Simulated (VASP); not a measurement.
## LiTmH4: single point with PBE

The system is LiTmH4.

```
Li Tm H
1.0
     3.46202   -1.55700   -0.03879
     3.46202    1.55700   -0.03879
    -3.30702    0.00000    5.60113
Li Tm H
1 1 4
Direct
  0.00000 0.00000 0.00000
  0.50000 0.50000 0.50000
  0.07126 0.07126 0.77951
  0.73558 0.73558 0.37482
  0.92874 0.92874 0.22049
  0.26442 0.26442 0.62518
```

The cell was generated, and may not be a known phase.

* Program: VASP 6.6.1
* Task: single point
* Functional: PBE
* Potentials or basis: VASP PAW PBE potentials, release 64 (Li_sv, Tm_3, H), 4f in core
* Cutoff: 750 eV
* k mesh: 4 × 4 × 2
* Occupations: gaussian, width 0.15 eV
* Spin: no spin polarisation
* Dipole correction: no
* Further INCAR settings: ALGO = Normal; EDIFF = 1e-06; NBANDS = 17

The pressure is 0.3 GPa, the largest force is 0.052 eV/Å and the band gap on the k mesh is zero (bands 8 and 9 overlap by 0.65 eV).

Forces in eV/Å, atoms in the order of the input:
```
Li   0.000  0.000  0.000
Tm   0.000  0.000  0.000
H   -0.005  0.000  0.020
H    0.025  0.000 -0.046
H    0.005  0.000 -0.020
H   -0.025  0.000  0.046
```

Stress tensor (GPa, compression positive):
```
 0.94  0.00 -0.10
 0.00  0.21  0.00
-0.10  0.00 -0.33
```

Levels at points of the mesh, in eV from the Fermi level:
```csv
k point,band 5,band 6,band 7,band 8,band 9,band 10,band 11,band 12
"(0.00, 0.00, 0.00)",-8.42,-4.43,-3.52,-0.01,0.40,3.01,3.94,4.98
"(0.50, 0.00, 0.00)",-5.31,-4.34,-4.03,-1.12,0.81,2.06,4.45,4.96
"(0.50, 0.50, 0.00)",-5.13,-4.79,-4.02,-3.98,0.93,4.46,4.62,5.06
"(0.00, 0.00, 0.50)",-8.16,-5.53,-2.53,0.25,0.47,2.63,3.91,4.96
"(0.50, 0.00, 0.50)",-5.11,-4.35,-4.26,-1.10,1.60,1.82,2.48,4.46
"(0.50, 0.50, 0.50)",-5.88,-4.85,-3.86,-2.37,-0.40,3.56,4.40,5.75
```

Wall time 36 s on 1 thread of Intel Xeon 8259CL, on a shared host, peak memory 0.28 GiB.

Caveat: the k points lie up to 0.57 Å⁻¹ apart, too coarse for converged energies and pressures of a metal; spin-orbit coupling is left out, which moves the levels of the heavy elements; the 4f electrons are frozen in the core, so they carry no moment and show no levels. Spin polarisation is off, so any magnetic state and its effect on volume and gap are missing.
